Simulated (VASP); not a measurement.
Crystal: Nd.

```xyz
2
Lattice="3.6570 0.0000 0.0000 -1.8285 3.1671 0.0000 0.0000 0.0000 5.9020" Properties=species:S:1:pos:R:3 pbc="T T T"
Nd    1.8285    1.0557    4.4265
Nd    0.0000    2.1114    1.4755
```

Base run:

| Property | Result |
| --- | --- |
| Program | VASP 6.6.1 |
| Functional | PBEsol |
| Potentials or basis | VASP PAW PBE potentials, release 64 (Nd) |
| Cutoff | 520 eV |
| k mesh | 7 × 7 × 4 |
| Occupations | fermi-dirac, width 0.05 eV |
| Spin | collinear spin, ferromagnetic start |
| Starting moments | [2.25, 2.64] μB |

Its results: pressure -2.8 GPa; net moment 8.22 μB per cell; site moments Nd +3.36 μB.

**Question.** The run is repeated on the same cell with these changes: spin from collinear spin, ferromagnetic start to collinear spin, ferrimagnetic start; moments at the start from [2.25, 2.64] to [3.0, -1.5]. What comes out?

**Answer.** Pressure -2.6 GPa; net moment -0.20 μB per cell; site moments Nd +3.22, -3.29 μB.

Caveats: the magnetic or orbital state may not be the lowest; the PAW data sets were made with another functional, which shifts forces and pressure a little.
